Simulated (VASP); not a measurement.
Wanted: the native input for a VASP 6.6.1 run.

```yaml
Task: single point
Functional: PBE
Potentials_or_basis: VASP PAW PBE potentials, release 64 (Mn_pv, S)
Cutoff: 520 eV
k_mesh: 14 × 14 × 14
Occupations: gaussian, width 0.1 eV
Spin: collinear spin, ferromagnetic start
Starting_moments: "[4.63, 0.14] μB"
Dipole_correction: no
Further_INCAR_settings: ALGO = Normal; EDIFF = 1e-06; NBANDS = 20
```

The structure of MnS lies in POSCAR:

```
MnS
1.0
    0.0000000000      2.8775926928      2.8775926928
    2.8775926928      0.0000000000      2.8775926928
    2.8775926928      2.8775926928      0.0000000000
Mn S
1 1
Direct
    0.0000000000      0.0000000000      0.0000000000
    0.2500000000      0.2500000000      0.2500000000
```

These files were run (other wordings do the same):

INCAR

```
  PREC = Accurate
  ENCUT = 520
  EDIFF = 1E-6
  ISMEAR = 0
  SIGMA = 0.1
  LREAL = False
  LASPH = True
  NELM = 150
  ALGO = Normal
  ISIF = 2
  LWAVE = False
  LCHARG = False
  ISPIN = 2
  MAGMOM = 4.63 0.14
  LORBIT = 11
  LMAXMIX = 4
  GGA = PE
  NBANDS = 20
```

KPOINTS

```
regular mesh
0
Gamma
  14 14 14
```

Potentials or basis: VASP PAW PBE potentials, release 64 (Mn_pv, S).

Launch:

```bash
$ cat potpaw_PBE.64/Mn_pv/POTCAR potpaw_PBE.64/S/POTCAR > POTCAR
$ mpirun -np 1 vasp_std > vasp.out
```

Results of the run:

| Quantity | Value |
| --- | --- |
| Pressure | -3.0 GPa |
| Band gap on the k mesh | 0.24 eV (least direct gap 0.69 eV) |
| Net moment | 5.00 μB per cell |
| Site moments | Mn +4.41; S +0.09 μB |
| Valence electrons inside the program's atomic spheres | Mn 11.30; S 3.74 |

Caveat: a cell with one magnetic atom can't hold antiferromagnetic order, which such compounds often take.

Wall time 4 min on 1 thread of Intel Xeon 8259CL, with other jobs on the host, peak memory 0.29 GiB.
